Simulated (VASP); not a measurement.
# WCl4F2 (I4/mmm) in VASP: further runs, part 3 of 4

VASP 6.6.1.

## 4. Single point, PBE

This run uses another cell than the first one, of 32.40 Å³/atom.

The input, INCAR:

```
SYSTEM = WCl4F2
PREC = Accurate
ENCUT = 520
EDIFF = 1E-7
ISMEAR = 0
SIGMA = 0.1
LREAL = .FALSE.
LASPH = .TRUE.
NELM = 80
ALGO = Normal
ISIF = 2
LWAVE = .FALSE.
LCHARG = .FALSE.
GGA = PE
NBANDS = 37
```

The input, KPOINTS:

```
Automatic mesh
0
G
  4 4 4
  0 0 0
```

The input, POSCAR:

```
WCl4F2
1.0
    3.7097924466      3.7097924466     -4.1200949616
   -3.7097924466      3.7097924466      4.1200949616
    3.7097924466     -3.7097924466      4.1200949616
W Cl F
1 4 2
Direct
    0.0000000000      0.0000000000      0.0000000000
    1.0000000000      0.7809494928      0.2190505072
    0.5618989856      0.7809494928      0.7809494928
    0.4381010145      0.2190505072      0.2190505072
    0.0000000000      0.2190505072      0.7809494928
    1.0000000000      0.7733967488      0.7733967488
    1.0000000000      0.2266032512      0.2266032512
```

Potentials or basis: VASP PAW PBE potentials, release 64 (W_sv, Cl, F).

The run is started by

```
> cat potpaw_PBE.64/W_sv/POTCAR potpaw_PBE.64/Cl/POTCAR potpaw_PBE.64/F/POTCAR > POTCAR
> mpirun -np 1 vasp_std > vasp.out
```

OUTCAR:

```text
SYSTEM = WCl4F2
   PREC = Accurate
   ENCUT = 520
   EDIFF = 1E-7
   ISMEAR = 0
   LREAL = .FALSE.
   LASPH = .TRUE.
   NELM = 80
   ISIF = 2
   GGA = PE

 ion  position               nearest neighbor table
   1  0.000  0.000  0.000-   6 1.87   7 1.87   3 2.30   2 2.30   5 2.30   4 2.30
   2  0.000  0.781  0.219-   1 2.30
   3  0.562  0.781  0.781-   1 2.30
   4  0.438  0.219  0.219-   1 2.30
   5  0.000  0.219  0.781-   1 2.30
   6  0.000  0.773  0.773-   1 1.87
   7  0.000  0.227  0.227-   1 1.87

  LATTYP: Found a body centered tetragonal cell.
 ALAT       =     7.4195848932
 C/A-ratio  =     1.1105998572

  Lattice vectors:

 A1 = (   3.7097924466,  -3.7097924466,  -4.1200949616)
 A2 = (  -3.7097924466,   3.7097924466,  -4.1200949616)
 A3 = (   3.7097924466,   3.7097924466,   4.1200949616)

Analysis of symmetry for initial positions (statically):
=====================================================================
 Subroutine PRICEL returns:
 Original cell was already a primitive cell.

 Routine SETGRP: Setting up the symmetry group for a
 body centered tetragonal supercell.

 Subroutine GETGRP returns: Found 16 space group operations
 (whereof 16 operations were pure point group operations)
 out of a pool of 16 trial point group operations.

The static configuration has the point symmetry D_4h.

Analysis of symmetry for dynamics (positions and initial velocities):
=====================================================================
 Subroutine PRICEL returns:
 Original cell was already a primitive cell.

 Routine SETGRP: Setting up the symmetry group for a
 body centered tetragonal supercell.
[... 119 lines left out ...]
   EFERMI_NEDOS =   21; number of points for ismear=-14 and -15
   IALGO  =     38    algorithm
   IMIX   =      4    mixing-type and parameters
     AMIX     =   0.40;   BMIX     =  1.00
     AMIX_MAG =   1.60;   BMIX_MAG =  1.00
  volume/ion in A,a.u.               =      32.40       218.66
  Fermi-wavevector in a.u.,A,eV,Ry     =   1.027027  1.940800 14.351225  1.054785
  Thomas-Fermi vector in A             =   2.160951
   LORBIT       =      0    0 simple, 1 ext, 2 COOP (PROOUT), +10 PAW based schemes
   GGA     = PE    functional components
   LHFCALC =     F    Hartree Fock is set to
   AEXX    =    0.0000 exact exchange contribution
   IVDW    =     0    specifies the selected vdW correction
   LEPSILON=     F    determine dielectric tensor
   LRPA    =     F    only Hartree local field effects (RPA)
 non-spin polarized calculation
 Gauss-broadening in eV      SIGMA  =   0.10
  energy-cutoff  :      520.00
  volume of cell :      226.81
 maximum number of plane-waves:      6164
 NGX is ok and might be reduce to    50
   NGX = 25   NGY = 25   NGZ = 25

 number of electron      55.9999991 magnetization

 Free energy of the ion-electron system (eV)
  ---------------------------------------------------
  ext. energy  EPLUGINS =         0.00000000
  ---------------------------------------------------
  free energy    TOTEN  =       -34.23754296 eV

  energy without entropy =      -34.23754296  energy(sigma->0) =      -34.23754296

 E-fermi :  -2.0834     XC(G=0):  -6.6957

 val. band max:       -2.5830672252   @ k =   0.0000   0.0000   0.0000
 cond. band min:      -0.8804607092   @ k =   0.5000   0.5000   0.5000
 fundamental gap:      1.7026065160
 Fermi energy:        -2.0833883232

 k-point     1 :       0.0000    0.0000    0.0000
  band No.  band energies     occupation
      1     -77.9251      2.00000
      2     -42.2673      2.00000
      3     -41.9292      2.00000
      4     -41.9292      2.00000
      5     -25.2778      2.00000
      6     -24.4595      2.00000
[... 509 lines left out ...]
     36       6.5796      0.00000
     37       6.9434      0.00000

------------------------ aborting loop because EDIFF is reached ----------------------------------------

  FORCE on cell =-STRESS in cart. coord.  units (eV):
  Direction    XX          YY          ZZ          XY          YZ          ZX
  --------------------------------------------------------------------------------------
  -------------------------------------------------------------------------------------
  Total       -0.1315192     -0.1315192      1.3038204      0.0000000      0.0000000      0.0000000
  in kB       -0.9290375     -0.9290375      9.2100485      0.0000000      0.0000000      0.0000000
  external PRESSURE =       2.4506579 kB  Pullay stress =       0.0000000 kB

 VOLUME and BASIS-vectors are now :
 -----------------------------------------------------------------------------
  energy-cutoff  :      520.00
  volume of cell :      226.81
      direct lattice vectors                 reciprocal lattice vectors
     3.709792447  3.709792447 -4.120094962     0.134778430  0.134778430  0.000000000
    -3.709792447  3.709792447  4.120094962     0.000000000  0.134778430  0.121356426
     3.709792447 -3.709792447  4.120094962     0.134778430  0.000000000  0.121356426

 POSITION                                       TOTAL-FORCE (eV/Angst)
 -----------------------------------------------------------------------------------
      0.00000      0.00000      0.00000        -0.000000      0.000000     -0.000000
     -2.08453      2.08453      4.12009        -0.002621      0.002621     -0.000000
      2.08453      2.08453      4.12009         0.002621      0.002621     -0.000000
      1.62526      1.62526     -0.00000        -0.002621     -0.002621     -0.000000
      2.08453     -2.08453      4.12009         0.002621     -0.002621     -0.000000
      0.00000      0.00000      6.37294        -0.000000      0.000000     -0.371889
      0.00000      0.00000      1.86725        -0.000000      0.000000      0.371889
 -----------------------------------------------------------------------------------
    total drift:                               -0.000000     -0.000000      0.000000

  FREE ENERGIE OF THE ION-ELECTRON SYSTEM (eV)
  ---------------------------------------------------
  free  energy   TOTEN  =       -34.2375429620 eV

  energy  without entropy=      -34.2375429620  energy(sigma->0) =      -34.23754296
```

OSZICAR:

```text
N       E                     dE             d eps       ncg     rms          rms(c)
DAV:   1     0.499557994164E+03    0.49956E+03   -0.26249E+04  1066   0.134E+03
DAV:   2     0.289764654056E+01   -0.49666E+03   -0.48501E+03  1227   0.324E+02
DAV:   3    -0.403593921924E+02   -0.43257E+02   -0.43054E+02  1175   0.101E+02
DAV:   4    -0.410142656343E+02   -0.65487E+00   -0.65364E+00  1196   0.138E+01
DAV:   5    -0.410262037839E+02   -0.11938E-01   -0.11937E-01  1132   0.197E+00    0.338E+01
DAV:   6    -0.346806880999E+02    0.63455E+01   -0.19140E+01  1017   0.329E+01    0.110E+01
DAV:   7    -0.343767024167E+02    0.30399E+00   -0.28316E+00  1027   0.115E+01    0.862E+00
DAV:   8    -0.342697344092E+02    0.10697E+00   -0.56109E-01  1060   0.571E+00    0.145E+00
DAV:   9    -0.342397237909E+02    0.30011E-01   -0.83791E-02  1047   0.195E+00    0.665E-01
DAV:  10    -0.342383888042E+02    0.13350E-02   -0.51034E-03  1298   0.429E-01    0.580E-01
DAV:  11    -0.342385599834E+02   -0.17118E-03   -0.30124E-03  1047   0.266E-01    0.439E-01
DAV:  12    -0.342375407051E+02    0.10193E-02   -0.21769E-03  1047   0.333E-01    0.637E-02
DAV:  13    -0.342375480774E+02   -0.73723E-05   -0.11786E-04  1083   0.560E-02    0.327E-02
DAV:  14    -0.342375448146E+02    0.32628E-05   -0.29665E-05  1222   0.270E-02    0.133E-02
DAV:  15    -0.342375435231E+02    0.12915E-05   -0.76375E-06  1036   0.159E-02    0.114E-02
DAV:  16    -0.342375432601E+02    0.26300E-06   -0.78061E-07  1188   0.439E-03    0.276E-03
DAV:  17    -0.342375429418E+02    0.31825E-06   -0.75205E-08   586   0.172E-03    0.149E-03
DAV:  18    -0.342375429620E+02   -0.20171E-07   -0.74118E-08   694   0.149E-03
   1 F= -.34237543E+02 E0= -.34237543E+02  d E =-.159285E-13
```

stdout:

```text
POSCAR found type information on POSCAR W ClF
 POSCAR found :  3 types and       7 ions
 scaLAPACK will be used
 LDA part: xc-table for (Slater+PW92), standard interpolation
 POSCAR, INCAR and KPOINTS ok, starting setup
 FFT: planning ... GRIDC
 FFT: planning ... GRID_SOFT
 FFT: planning ... GRID
 WAVECAR not read
 entering main loop
```

Wall time 5 min (1 thread of Intel Xeon 8259CL, shared host); peak memory 0.37 GiB.

What came out:

```
Free energy            : -34.2375 eV
Pressure               : 0.2 GPa
Largest force          : 0.372 eV/Å
Band gap on the k mesh : 1.70 eV (least direct gap 1.74 eV)
```

Forces on the atoms (eV/Å):
```
W    0.000  0.000  0.000
Cl  -0.003  0.003  0.000
Cl   0.003  0.003  0.000
Cl  -0.003 -0.003  0.000
Cl   0.003 -0.003  0.000
F    0.000  0.000 -0.372
F    0.000  0.000  0.372
```

Stress tensor (GPa, compression positive):
```
-0.09  0.00  0.00
 0.00 -0.09  0.00
 0.00  0.00  0.92
```

Levels at points of the mesh, in eV from the valence-band top:
```tsv
k point	band 25	band 26	band 27	band 28	band 29	band 30	band 31	band 32
(0.00, 0.00, 0.00)	-0.64	-0.64	-0.54	0.00	1.76	2.28	2.28	5.55
(0.50, 0.00, 0.00)	-0.85	-0.85	-0.69	-0.29	2.03	2.28	2.57	4.95
(0.00, 0.50, 0.00)	-0.90	-0.79	-0.60	-0.15	1.87	2.39	2.42	5.33
(0.50, 0.50, 0.50)	-0.84	-0.61	-0.61	-0.04	1.70	2.57	2.57	5.51
```

Caveat: spin-orbit coupling is left out, which moves the levels of the heavy elements; this functional lacks dispersion, which binds layers or chains, so the pressure and a relaxed spacing across them are unreliable. A k mesh can miss the band edges.

(Continued in part 4 of 4.)
